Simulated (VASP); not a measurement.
# Pt in VASP: single point with PBE

Aim: the single point of Pt with PBE.

All numbers are computed with VASP 6.6.1; they aren't measurements. Logs are shortened: lines on timing, memory, paths and dates and some standing lists are left out, and cuts for length are marked.

## (1) The cell of the first run

The cell holds a slab with vacuum, 6 atoms: a = 2.807 Å, b = 2.807 Å, c = 24.925 Å, α = 90.00°, β = 90.00°, γ = 90.00°.

## (2) Single point, PBE

Contents of INCAR:

```
SYSTEM = Pt
PREC = Accurate ; ENCUT = 400
EDIFF = 1E-6 ; ISMEAR = 0
SIGMA = 0.1 ; LREAL = .FALSE.
LASPH = .TRUE. ; NELM = 120
ALGO = Normal ; ISIF = 2
LWAVE = .FALSE. ; LCHARG = .FALSE.
LDIPOL = .TRUE. ; IDIPOL = 3
DIPOL = 0.5 0.5 0.500 ; GGA = PE
NBANDS = 39 ; GGA_COMPAT = .FALSE.
NELMDL = -8
```

Contents of KPOINTS:

```
regular mesh
0
G
  18 18 1
  0 0 0
```

Contents of POSCAR:

```
Pt
1.0
    2.8072933492      0.0000000000      0.0000000000
    0.0000000000      2.8072933492      0.0000000000
    0.0000000000      0.0000000000     24.9252808201
Pt
6
Direct
    0.5000000000      0.5000000000      0.3032918899
    0.0000000000      0.0000000000      0.3808697104
    0.5000000000      0.5000000000      0.4602236376
    0.0000000000      0.0000000000      0.5397763611
    0.5000000000      0.5000000000      0.6191302902
    0.0000000000      0.0000000000      0.6967081107
```

Potentials or basis: VASP PAW PBE potentials, release 64 (Pt).

Launch:

```
cat potpaw_PBE.64/Pt/POTCAR > POTCAR
mpirun -np 1 vasp_std > vasp.out
```

OUTCAR:

```text
SYSTEM = Pt
   PREC = Accurate
   ENCUT = 400
   EDIFF = 1E-6
   ISMEAR = 0
   LREAL = .FALSE.
   LASPH = .TRUE.
   NELM = 120
   ISIF = 2
   GGA = PE
   NELMDL = -8

 ion  position               nearest neighbor table
   1  0.500  0.500  0.303-   2 2.77   2 2.77   2 2.77   2 2.77
   2  0.000  0.000  0.381-   1 2.77   1 2.77   1 2.77   1 2.77   3 2.80   3 2.80   3 2.80   3 2.80

   3  0.500  0.500  0.460-   2 2.80   2 2.80   2 2.80   2 2.80   4 2.81   4 2.81   4 2.81   4 2.81

   4  0.000  0.000  0.540-   5 2.80   5 2.80   5 2.80   5 2.80   3 2.81   3 2.81   3 2.81   3 2.81

   5  0.500  0.500  0.619-   6 2.77   6 2.77   6 2.77   6 2.77   4 2.80   4 2.80   4 2.80   4 2.80

   6  0.000  0.000  0.697-   5 2.77   5 2.77   5 2.77   5 2.77

  LATTYP: Found a simple tetragonal cell.
 ALAT       =     2.8072933492
 C/A-ratio  =     8.8787589039

  Lattice vectors:

 A1 = (   2.8072933492,   0.0000000000,   0.0000000000)
 A2 = (   0.0000000000,   2.8072933492,   0.0000000000)
 A3 = (   0.0000000000,   0.0000000000,  24.9252808201)

Analysis of symmetry for initial positions (statically):
=====================================================================
 Subroutine PRICEL returns:
 Original cell was already a primitive cell.

 Routine SETGRP: Setting up the symmetry group for a
 simple tetragonal supercell.

 Subroutine GETGRP returns: Found 16 space group operations
 (whereof  8 operations were pure point group operations)
 out of a pool of 16 trial point group operations.

The static configuration has the point symmetry C_4v.
 The point group associated with its full space group is D_4h.

Analysis of symmetry for dynamics (positions and initial velocities):
=====================================================================
 Subroutine PRICEL returns:
 Original cell was already a primitive cell.

 Routine SETGRP: Setting up the symmetry group for a
 simple tetragonal supercell.

 Subroutine GETGRP returns: Found 16 space group operations
 (whereof  8 operations were pure point group operations)
 out of a pool of 16 trial point group operations.

The dynamic configuration has the point symmetry C_4v.
 The point group associated with its full space group is D_4h.

 Subroutine INISYM returns: Found 16 space group operations
 (whereof  8 operations are pure point group operations),
 and found     1 'primitive' translations

----------------------------------------------------------------------------------------

                                     Primitive cell

  volume of cell :     196.4335

  direct lattice vectors                    reciprocal lattice vectors
     2.807293349  0.000000000  0.000000000     0.356215000  0.000000000  0.000000000
     0.000000000  2.807293349  0.000000000     0.000000000  0.356215000  0.000000000
     0.000000000  0.000000000 24.925280820     0.000000000  0.000000000  0.040119909

  length of vectors
     2.807293349  2.807293349 24.925280820     0.356215000  0.356215000  0.040119909

  position of ions in fractional coordinates (direct lattice)
     0.500000000  0.500000000  0.303291890
     0.000000000  0.000000000  0.380869710
     0.500000000  0.500000000  0.460223638
     0.000000000  0.000000000  0.539776361
     0.500000000  0.500000000  0.619130290
     0.000000000  0.000000000  0.696708111

  ion indices of the primitive-cell ions
   primitive index   ion index
                 1           1
                 2           2
                 3           3
                 4           4
                 5           5
                 6           6

----------------------------------------------------------------------------------------

 KPOINTS: regular mesh

Automatic generation of k-mesh.
 Grid dimensions read from file:
 generate k-points for:   18   18    1

 Generating k-lattice:

  Cartesian coordinates                     Fractional coordinates (reciprocal lattice)
     0.019789722  0.000000000  0.000000000     0.055555556  0.000000000  0.000000000
     0.000000000  0.019789722  0.000000000     0.000000000  0.055555556  0.000000000
     0.000000000  0.000000000  0.040119909     0.000000000  0.000000000  1.000000000

  Length of vectors
     0.019789722  0.019789722  0.040119909

  Shift w.r.t. Gamma in fractional coordinates (k-lattice)
     0.000000000  0.000000000  0.000000000

 Subroutine IBZKPT returns following result:
 ===========================================

 Found     55 irreducible k-points:

 Following reciprocal coordinates:
            Coordinates               Weight
  0.000000  0.000000  0.000000      1.000000
  0.055556  0.000000  0.000000      4.000000
  0.111111  0.000000  0.000000      4.000000
  0.166667  0.000000  0.000000      4.000000
  0.222222  0.000000  0.000000      4.000000
  0.277778  0.000000  0.000000      4.000000
[... 16 lines left out ...]
  0.277778  0.111111  0.000000      8.000000
  0.333333  0.111111  0.000000      8.000000
 [... further k-points ...]
   k-points           NKPTS =     55   k-points in BZ     NKDIM =     55   number of bands    NBANDS=     39
   number of dos      NEDOS =    301   number of ions     NIONS =      6
   total plane-waves  NPLWV =  54432
   dimension x,y,z NGX =    18 NGY =   18 NGZ =  168
   dimension x,y,z NGXF=    36 NGYF=   36 NGZF=  336
   ions per type =               6
   NGX,Y,Z   is equivalent  to a cutoff of  10.66, 10.66, 11.21 a.u.
   NGXF,Y,Z  is equivalent  to a cutoff of  21.32, 21.32, 22.41 a.u.
 SYSTEM =  Pt
   PREC   = accura    normal or accurate (medium, high low for compatibility)
   ISTART =      0    job   : 0-new  1-cont  2-samecut
   ICHARG =      2    charge: 1-file 2-atom 10-const
   ISPIN  =      1    spin polarized calculation?
   LNONCOLLINEAR =      F non collinear calculations
   LSORBIT =      F    spin-orbit coupling
   LASPH  =      T    aspherical Exc in radial PAW
   ENCUT  =  400.0 eV  29.40 Ry    5.42 a.u.   4.58  4.58 40.65*2*pi/ulx,y,z
   NELM   =    120;   NELMIN=  2; NELMDL= -8     # of ELM steps
   EDIFF  = 0.1E-05   stopping-criterion for ELM
   LREAL  =      F    real-space projection
   EDIFFG = 0.1E-04   stopping-criterion for IOM
   NSW    =      0    number of steps for IOM
   IBRION =     -1    ionic relax: 0-MD 1-quasi-New 2-CG
   NFREE  =      0    steps in history (QN), initial steepest desc. (CG)
   ISIF   =      2    stress and relaxation
   ISYM   =      2    0-nonsym 1-usesym 2-fastsym
   POTIM  = 0.5000    time-step for ionic-motion
   TEBEG  =    0.0;   TEEND  =   0.0 temperature during run
   PSTRESS=    0.0 pullay stress
   NELECT =      60.0000    total number of electrons
   NUPDOWN=      -1.0000    fix difference up-down
   EMIN   =  10.00;   EMAX   =-10.00  energy-range for DOS
   EFERMI =   0.00;   METHOD = LEGACY
   ISMEAR =     0;   SIGMA  =   0.10  broadening in eV -4-tet -1-fermi 0-gaus
   EFERMI_NEDOS =   21; number of points for ismear=-14 and -15
   IALGO  =     38    algorithm
   IMIX   =      4    mixing-type and parameters
     AMIX     =   0.40;   BMIX     =  1.00
     AMIX_MAG =   1.60;   BMIX_MAG =  1.00
  volume/ion in A,a.u.               =      32.74       220.93
  Fermi-wavevector in a.u.,A,eV,Ry     =   1.102521  2.083462 16.538583  1.215552
  Thomas-Fermi vector in A             =   2.238965
   LORBIT       =      0    0 simple, 1 ext, 2 COOP (PROOUT), +10 PAW based schemes
   GGA     = PE    functional components
   LHFCALC =     F    Hartree Fock is set to
   AEXX    =    0.0000 exact exchange contribution
   IVDW    =     0    specifies the selected vdW correction
   LEPSILON=     F    determine dielectric tensor
   LRPA    =     F    only Hartree local field effects (RPA)
 non-spin polarized calculation
 Gauss-broadening in eV      SIGMA  =   0.10
  energy-cutoff  :      400.00
  volume of cell :      196.43
 maximum number of plane-waves:      3637
   NGX =  9   NGY =  9   NGZ = 81

 number of electron      60.0000011 magnetization

 dipolmoment           0.000000      0.000000      0.000000 electrons x Angstroem

 Free energy of the ion-electron system (eV)
  ---------------------------------------------------
  ext. energy  EPLUGINS =         0.00000000
  ---------------------------------------------------
  free energy    TOTEN  =       -34.79546182 eV

  energy without entropy =      -34.72997691  energy(sigma->0) =      -34.76271936

 E-fermi :   2.0608     XC(G=0):  -7.0684

 val. band max:        2.0576173256   @ k =   0.5000   0.2222   0.0000
 cond. band min:       2.0659939739   @ k =   0.4444   0.3889   0.0000
 fundamental gap:      0.0083766483
 Fermi energy:         2.0607730879

 k-point     1 :       0.0000    0.0000    0.0000
  band No.  band energies     occupation
      1      -7.4747      2.00000
      2      -6.5599      2.00000
      3      -5.2827      2.00000
      4      -4.5795      2.00000
      5      -4.0974      2.00000
      6      -4.0329      2.00000
[... 31 lines left out ...]
     38       7.5471      0.00000
     39       7.8170      0.00000

 k-point     2 :       0.0556    0.0000    0.0000
  band No.  band energies     occupation
      1      -7.3967      2.00000
      2      -6.4889      2.00000
      3      -5.2206      2.00000
      4      -4.5202      2.00000
      5      -4.0488      2.00000
      6      -3.9724      2.00000
[... 31 lines left out ...]
     38       7.6113      0.00000
     39       7.8751      0.00000

 k-point     3 :       0.1111    0.0000    0.0000
  band No.  band energies     occupation
      1      -7.1677      2.00000
      2      -6.2847      2.00000
      3      -5.0530      2.00000
      4      -4.3666      2.00000
      5      -3.8924      2.00000
      6      -3.8310      2.00000
[... 832 lines left out ...]
 k-point    23 :       0.2778    0.1111    0.0000
  band No.  band energies     occupation
      1      -5.5086      2.00000
      2      -4.9547      2.00000
      3      -4.2589      2.00000
      4      -3.6495      2.00000
      5      -3.2453      2.00000
      6      -3.1514      2.00000
[... 31 lines left out ...]
     38       8.2722      0.00000
     39       9.3149      0.00000

 k-point    24 :       0.3333    0.1111    0.0000
  band No.  band energies     occupation
      1      -4.9807      2.00000
      2      -4.6882      2.00000
      3      -4.2511      2.00000
      4      -3.7287      2.00000
      5      -3.1553      2.00000
      6      -3.0565      2.00000
[... 31 lines left out ...]
     38       8.0998      0.00000
     39       9.0401      0.00000

 [... further k-points ...]

------------------------ aborting loop because EDIFF is reached ----------------------------------------

 vacuum level on the upper side and lower side of the slab       (xc-potential included)        -0.155        -0.155

  FORCE on cell =-STRESS in cart. coord.  units (eV):
  Direction    XX          YY          ZZ          XY          YZ          ZX
  --------------------------------------------------------------------------------------
  -------------------------------------------------------------------------------------
  Total       -3.3070063     -3.3070063     -0.2420582      0.0000000      0.0000000     -0.0000000
  in kB      -26.9730436    -26.9730436     -1.9743068      0.0000000      0.0000000     -0.0000000
  external PRESSURE =     -18.6401314 kB  Pullay stress =       0.0000000 kB

 VOLUME and BASIS-vectors are now :
 -----------------------------------------------------------------------------
  energy-cutoff  :      400.00
  volume of cell :      196.43
      direct lattice vectors                 reciprocal lattice vectors
     2.807293349  0.000000000  0.000000000     0.356215000  0.000000000  0.000000000
     0.000000000  2.807293349  0.000000000     0.000000000  0.356215000  0.000000000
     0.000000000  0.000000000 24.925280820     0.000000000  0.000000000  0.040119909

 POSITION                                       TOTAL-FORCE (eV/Angst)
 -----------------------------------------------------------------------------------
      1.40365      1.40365      7.55964         0.000000      0.000000      0.016794
      0.00000      0.00000      9.49328        -0.000000      0.000000      0.000531
      1.40365      1.40365     11.47120         0.000000     -0.000000      0.000768
      0.00000      0.00000     13.45408         0.000000      0.000000     -0.000768
      1.40365      1.40365     15.43200         0.000000      0.000000     -0.000531
      0.00000      0.00000     17.36565         0.000000      0.000000     -0.016794
 -----------------------------------------------------------------------------------
    total drift:                                0.000000      0.000000      0.000048

  FREE ENERGIE OF THE ION-ELECTRON SYSTEM (eV)
  ---------------------------------------------------
  free  energy   TOTEN  =       -34.7954618212 eV

  energy  without entropy=      -34.7299769057  energy(sigma->0) =      -34.76271936

 vacuum level on the upper side and lower side of the slab         7.612         7.612
```

It took 6 min on 1 thread of Intel Xeon Platinum 8375C at 2.90GHz (Ice Lake), shared host; peak memory 0.35 GiB.

Results:

```yaml
Free_energy: -34.7955 eV
Largest_force: 0.017 eV/Å
Band_gap_on_the_k_mesh: zero (bands 30 and 31 overlap by 1.35 eV)
```

Forces on the atoms (eV/Å):
```
Pt   0.000  0.000  0.017
Pt   0.000  0.000  0.001
Pt   0.000  0.000  0.001
Pt   0.000  0.000 -0.001
Pt   0.000  0.000 -0.001
Pt   0.000  0.000 -0.017
```

Caveat: spin-orbit coupling is left out, which moves the levels of the heavy elements.
